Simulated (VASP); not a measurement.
# SnO2 (P4_2/mnm) in VASP: a series of runs

The runs below take SnO2 through single point, with r2SCAN.

Everything below comes from runs of VASP 6.6.1. Logs are shortened: lines on timing, memory, paths and dates and some standing lists are left out, and cuts for length are marked.

**1. The cell of the first run**

The structure is tetragonal, space group P4_2/mnm (No. 136). The conventional cell has a = 5.025 Å, b = 5.025 Å, c = 2.872 Å, α = 90.00°, β = 90.00°, γ = 90.00°. Sn (site symmetry mmm) has 6 O at 1.99 to 2.17 Å within 2.6 Å. Within 2.6 Å of O (site symmetry m2m) lie 3 Sn at 1.99 to 2.17 Å.

**2. Single point, r2SCAN**

Contents of POSCAR:

```
SnO2
1.0
    5.0252043618      0.0000000000      0.0000000000
    0.0000000000      5.0252043618      0.0000000000
    0.0000000000      0.0000000000      2.8719218350
Sn O
2 4
Direct
    0.0000000000      0.0000000000      0.0000000000
    0.5000000000      0.5000000000      0.5000000000
    0.3058934984      0.3058934984      0.0000000000
    0.1941065016      0.8058934984      0.5000000000
    0.6941065016      0.6941065016      0.0000000000
    0.8058934984      0.1941065016      0.5000000000
```

Contents of INCAR.step1:

```
ALGO = Normal
EDIFF = 1E-4
ENCUT = 520
GGA = PE
ISMEAR = 0
LASPH = True
LCHARG = False
LREAL = False
LWAVE = True
NBANDS = 35
NELM = 80
PREC = Accurate
SIGMA = 0.05
```

Contents of INCAR.step2:

```
ALGO = Normal
EDIFF = 1E-6
ENCUT = 520
ISIF = 2
ISMEAR = 0
ISTART = 1
LASPH = True
LCHARG = False
LMIXTAU = True
LREAL = False
LWAVE = False
METAGGA = R2SCAN
NBANDS = 35
NELM = 80
PREC = Accurate
SIGMA = 0.05
```

Contents of KPOINTS:

```
k-points
0
Gamma
  6 6 10
```

Potentials or basis: VASP PAW PBE potentials, release 64 (Sn_d, O).

The run is started by

```
cat potpaw_PBE.64/Sn_d/POTCAR potpaw_PBE.64/O/POTCAR > POTCAR
cp INCAR.step1 INCAR
mpirun -np 1 vasp_std > vasp.out
cp INCAR.step2 INCAR
mpirun -np 1 vasp_std > vasp.out
```

OUTCAR:

```text
EDIFF = 1E-6
   ENCUT = 520
   ISIF = 2
   ISMEAR = 0
   ISTART = 1
   LASPH = True
   LREAL = False
   METAGGA = R2SCAN
   NELM = 80
   PREC = Accurate

 ion  position               nearest neighbor table
   1  0.000  0.000  0.000-   4 1.99   6 1.99   4 1.99   6 1.99   5 2.17   3 2.17
   2  0.500  0.500  0.500-   3 1.99   5 1.99   3 1.99   5 1.99   4 2.17   6 2.17
   3  0.306  0.306  0.000-   2 1.99   2 1.99   1 2.17
   4  0.194  0.806  0.500-   1 1.99   1 1.99   2 2.17
   5  0.694  0.694  0.000-   2 1.99   2 1.99   1 2.17
   6  0.806  0.194  0.500-   1 1.99   1 1.99   2 2.17

  LATTYP: Found a simple tetragonal cell.
 ALAT       =     5.0252043618
 C/A-ratio  =     0.5715034908

  Lattice vectors:

 A1 = (   5.0252043618,   0.0000000000,   0.0000000000)
 A2 = (   0.0000000000,   5.0252043618,   0.0000000000)
 A3 = (   0.0000000000,   0.0000000000,   2.8719218350)

Analysis of symmetry for initial positions (statically):
=====================================================================
 Subroutine PRICEL returns:
 Original cell was already a primitive cell.

 Routine SETGRP: Setting up the symmetry group for a
 simple tetragonal supercell.

 Subroutine GETGRP returns: Found 16 space group operations
 (whereof  8 operations were pure point group operations)
 out of a pool of 16 trial point group operations.

The static configuration has the point symmetry D_2h.
 The point group associated with its full space group is D_4h.

Analysis of symmetry for dynamics (positions and initial velocities):
=====================================================================
 Subroutine PRICEL returns:
 Original cell was already a primitive cell.

 Routine SETGRP: Setting up the symmetry group for a
 simple tetragonal supercell.

 Subroutine GETGRP returns: Found 16 space group operations
 (whereof  8 operations were pure point group operations)
 out of a pool of 16 trial point group operations.

The dynamic configuration has the point symmetry D_2h.
 The point group associated with its full space group is D_4h.

 Subroutine INISYM returns: Found 16 space group operations
 (whereof  8 operations are pure point group operations),
 and found     1 'primitive' translations

----------------------------------------------------------------------------------------

                                     Primitive cell

  volume of cell :      72.5237

  direct lattice vectors                    reciprocal lattice vectors
     5.025204362  0.000000000  0.000000000     0.198996882  0.000000000  0.000000000
     0.000000000  5.025204362  0.000000000     0.000000000  0.198996882  0.000000000
     0.000000000  0.000000000  2.871921835     0.000000000  0.000000000  0.348198892

  length of vectors
     5.025204362  5.025204362  2.871921835     0.198996882  0.198996882  0.348198892

  position of ions in fractional coordinates (direct lattice)
     0.000000000  0.000000000  0.000000000
     0.500000000  0.500000000  0.500000000
     0.305893498  0.305893498  0.000000000
     0.194106502  0.805893498  0.500000000
     0.694106502  0.694106502  0.000000000
     0.805893498  0.194106502  0.500000000

  ion indices of the primitive-cell ions
   primitive index   ion index
                 1           1
                 2           2
                 3           3
                 4           4
                 5           5
                 6           6

----------------------------------------------------------------------------------------

 KPOINTS: k-points

Automatic generation of k-mesh.
 Grid dimensions read from file:
 generate k-points for:    6    6   10

 Generating k-lattice:

  Cartesian coordinates                     Fractional coordinates (reciprocal lattice)
     0.033166147  0.000000000  0.000000000     0.166666667  0.000000000  0.000000000
     0.000000000  0.033166147  0.000000000     0.000000000  0.166666667  0.000000000
     0.000000000  0.000000000  0.034819889     0.000000000  0.000000000  0.100000000

  Length of vectors
     0.033166147  0.033166147  0.034819889

  Shift w.r.t. Gamma in fractional coordinates (k-lattice)
     0.000000000  0.000000000  0.000000000

 Subroutine IBZKPT returns following result:
 ===========================================

 Found     60 irreducible k-points:

 Following reciprocal coordinates:
            Coordinates               Weight
  0.000000  0.000000  0.000000      1.000000
  0.166667  0.000000  0.000000      4.000000
  0.333333  0.000000  0.000000      4.000000
  0.500000  0.000000  0.000000      2.000000
  0.166667  0.166667  0.000000      4.000000
  0.333333  0.166667  0.000000      8.000000
[... 16 lines left out ...]
  0.333333  0.000000  0.200000      8.000000
  0.500000  0.000000  0.200000      4.000000
 [... further k-points ...]
   k-points           NKPTS =     60   k-points in BZ     NKDIM =     60   number of bands    NBANDS=     35
   number of dos      NEDOS =    301   number of ions     NIONS =      6
   total plane-waves  NPLWV =  38400
   dimension x,y,z NGX =    40 NGY =   40 NGZ =   24
   dimension x,y,z NGXF=    80 NGYF=   80 NGZF=   48
   ions per type =               2   4
   NGX,Y,Z   is equivalent  to a cutoff of  13.23, 13.23, 13.89 a.u.
   NGXF,Y,Z  is equivalent  to a cutoff of  26.47, 26.47, 27.79 a.u.
 SYSTEM =  unknown system
   PREC   = accura    normal or accurate (medium, high low for compatibility)
   ISTART =      1    job   : 0-new  1-cont  2-samecut
   ICHARG =      0    charge: 1-file 2-atom 10-const
   ISPIN  =      1    spin polarized calculation?
   LNONCOLLINEAR =      F non collinear calculations
   LSORBIT =      F    spin-orbit coupling
   LASPH  =      T    aspherical Exc in radial PAW
   ENCUT  =  520.0 eV  38.22 Ry    6.18 a.u.   9.34  9.34  5.34*2*pi/ulx,y,z
   NELM   =     80;   NELMIN=  2; NELMDL=  0     # of ELM steps
   EDIFF  = 0.1E-05   stopping-criterion for ELM
   LREAL  =      F    real-space projection
   EDIFFG = 0.1E-04   stopping-criterion for IOM
   NSW    =      0    number of steps for IOM
   IBRION =     -1    ionic relax: 0-MD 1-quasi-New 2-CG
   NFREE  =      0    steps in history (QN), initial steepest desc. (CG)
   ISIF   =      2    stress and relaxation
   ISYM   =      2    0-nonsym 1-usesym 2-fastsym
   POTIM  = 0.5000    time-step for ionic-motion
   TEBEG  =    0.0;   TEEND  =   0.0 temperature during run
   PSTRESS=    0.0 pullay stress
   NELECT =      52.0000    total number of electrons
   NUPDOWN=      -1.0000    fix difference up-down
   EMIN   =  10.00;   EMAX   =-10.00  energy-range for DOS
   EFERMI =   0.00;   METHOD = LEGACY
   ISMEAR =     0;   SIGMA  =   0.05  broadening in eV -4-tet -1-fermi 0-gaus
   EFERMI_NEDOS =   21; number of points for ismear=-14 and -15
   IALGO  =     38    algorithm
   IMIX   =      4    mixing-type and parameters
     AMIX     =   0.40;   BMIX     =  1.00
     AMIX_MAG =   1.60;   BMIX_MAG =  1.00
  volume/ion in A,a.u.               =      12.09        81.57
  Fermi-wavevector in a.u.,A,eV,Ry     =   1.465264  2.768948 29.211695  2.146999
  Thomas-Fermi vector in A             =   2.581142
   LORBIT       =      0    0 simple, 1 ext, 2 COOP (PROOUT), +10 PAW based schemes
   METAGGA = R2SCAN    functional components
   LHFCALC =     F    Hartree Fock is set to
   AEXX    =    0.0000 exact exchange contribution
   IVDW    =     0    specifies the selected vdW correction
   LEPSILON=     F    determine dielectric tensor
   LRPA    =     F    only Hartree local field effects (RPA)
 non-spin polarized calculation
 Gauss-broadening in eV      SIGMA  =   0.05
  energy-cutoff  :      520.00
  volume of cell :       72.52
 maximum number of plane-waves:      1972
 NGX is ok and might be reduce to    40
   NGX = 19   NGY = 19   NGZ = 11

 number of electron      52.0000035 magnetization

 Free energy of the ion-electron system (eV)
  ---------------------------------------------------
  ext. energy  EPLUGINS =         0.00000000
  ---------------------------------------------------
  free energy    TOTEN  =       -83.51054405 eV

  energy without entropy =      -83.51054405  energy(sigma->0) =      -83.51054405

 E-fermi :   5.6891     XC(G=0): -11.8984

 val. band max:        5.3967648483   @ k =   0.0000   0.0000   0.0000
 cond. band min:       7.6930944326   @ k =   0.0000   0.0000   0.0000
 fundamental gap:      2.2963295844
 Fermi energy:         5.6891034252

 k-point     1 :       0.0000    0.0000    0.0000
  band No.  band energies     occupation
      1     -16.5230      2.00000
      2     -15.9804      2.00000
      3     -15.1257      2.00000
      4     -15.0588      2.00000
      5     -15.0588      2.00000
      6     -14.9145      2.00000
[... 27 lines left out ...]
     34      18.4984      0.00000
     35      18.8817      0.00000

 k-point     2 :       0.1667    0.0000    0.0000
  band No.  band energies     occupation
      1     -16.4896      2.00000
      2     -16.0150      2.00000
      3     -15.1211      2.00000
      4     -15.0579      2.00000
      5     -15.0578      2.00000
      6     -14.9474      2.00000
[... 27 lines left out ...]
     34      18.5693      0.00000
     35      19.0306      0.00000

 k-point     3 :       0.3333    0.0000    0.0000
  band No.  band energies     occupation
      1     -16.3949      2.00000
      2     -16.1162      2.00000
      3     -15.1054      2.00000
      4     -15.0561      2.00000
      5     -15.0560      2.00000
      6     -15.0163      2.00000
[... 27 lines left out ...]
     34      18.5648      0.00000
     35      19.5622      0.00000

 k-point     4 :       0.5000    0.0000    0.0000
  band No.  band energies     occupation
      1     -16.2582      2.00000
      2     -16.2582      2.00000
      3     -15.0729      2.00000
      4     -15.0729      2.00000
      5     -15.0551      2.00000
      6     -15.0551      2.00000
[... 27 lines left out ...]
     34      18.3880      0.00000
     35      20.5127      0.00000

 k-point     5 :       0.1667    0.1667    0.0000
  band No.  band energies     occupation
      1     -16.4635      2.00000
      2     -16.0499      2.00000
      3     -15.1169      2.00000
      4     -15.0590      2.00000
      5     -15.0560      2.00000
      6     -14.9755      2.00000
[... 638 lines left out ...]
 k-point    22 :       0.1667    0.0000    0.2000
  band No.  band energies     occupation
      1     -16.1830      2.00000
      2     -15.8166      2.00000
      3     -15.7582      2.00000
      4     -15.5591      2.00000
      5     -14.9928      2.00000
      6     -14.9443      2.00000
[... 27 lines left out ...]
     34      18.1707      0.00000
     35      18.2768      0.00000

 k-point    23 :       0.3333    0.0000    0.2000
  band No.  band energies     occupation
      1     -16.1228      2.00000
      2     -15.9181      2.00000
      3     -15.7186      2.00000
      4     -15.6018      2.00000
      5     -14.9833      2.00000
      6     -14.9546      2.00000
[... 27 lines left out ...]
     34      18.3720      0.00000
     35      18.7945      0.00000

 k-point    24 :       0.5000    0.0000    0.2000
  band No.  band energies     occupation
      1     -16.0296      2.00000
      2     -16.0296      2.00000
      3     -15.6616      2.00000
      4     -15.6616      2.00000
      5     -14.9692      2.00000
      6     -14.9692      2.00000
[... 27 lines left out ...]
     34      18.4750      0.00000
     35      19.1715      0.00000

 [... further k-points ...]

------------------------ aborting loop because EDIFF is reached ----------------------------------------

  FORCE on cell =-STRESS in cart. coord.  units (eV):
  Direction    XX          YY          ZZ          XY          YZ          ZX
  --------------------------------------------------------------------------------------
  -------------------------------------------------------------------------------------
  Total       -1.7653017     -1.7653017     19.7127081     -0.0000000      0.0000000      0.0000000
  in kB      -38.9986383    -38.9986383    435.4886111     -0.0000000      0.0000000      0.0000000
  external PRESSURE =     119.1637782 kB  Pullay stress =       0.0000000 kB

 VOLUME and BASIS-vectors are now :
 -----------------------------------------------------------------------------
  energy-cutoff  :      520.00
  volume of cell :       72.52
      direct lattice vectors                 reciprocal lattice vectors
     5.025204362  0.000000000  0.000000000     0.198996882  0.000000000  0.000000000
     0.000000000  5.025204362  0.000000000     0.000000000  0.198996882  0.000000000
     0.000000000  0.000000000  2.871921835     0.000000000  0.000000000  0.348198892

 POSITION                                       TOTAL-FORCE (eV/Angst)
 -----------------------------------------------------------------------------------
      0.00000      0.00000      0.00000         0.000000      0.000000      0.000000
      2.51260      2.51260      1.43596         0.000000      0.000000      0.000000
      1.53718      1.53718      0.00000        -0.424186     -0.424186     -0.000000
      0.97542      4.04978      1.43596         0.424186     -0.424186     -0.000000
      3.48803      3.48803      0.00000         0.424186      0.424186      0.000000
      4.04978      0.97542      1.43596        -0.424186      0.424186      0.000000
 -----------------------------------------------------------------------------------
    total drift:                                0.000000     -0.000000     -0.000000

  FREE ENERGIE OF THE ION-ELECTRON SYSTEM (eV)
  ---------------------------------------------------
  free  energy   TOTEN  =       -83.5105440465 eV

  energy  without entropy=      -83.5105440465  energy(sigma->0) =      -83.51054405
```

It took 8.7 min on 1 thread of Intel Xeon 8259CL, shared host; peak memory 0.28 GiB.

Results:

- Free energy: -83.5105 eV
- Pressure: 11.9 GPa
- Largest force: 0.600 eV/Å
- Band gap on the k mesh: 2.30 eV

Forces on the atoms (eV/Å):
```
Sn   0.000  0.000  0.000
Sn   0.000  0.000  0.000
O   -0.424 -0.424  0.000
O    0.424 -0.424  0.000
O    0.424  0.424  0.000
O   -0.424  0.424  0.000
```

Stress tensor (GPa, compression positive):
```
-3.90  0.00  0.00
 0.00 -3.90  0.00
 0.00  0.00 43.55
```

Caveat: the cell stands under pressure; the PAW data sets were made with another functional, which shifts forces and pressure a little; spin-orbit coupling is left out, which moves the levels of the heavy elements. A k mesh can miss the band edges.

(Continued in part 2 of 2.)
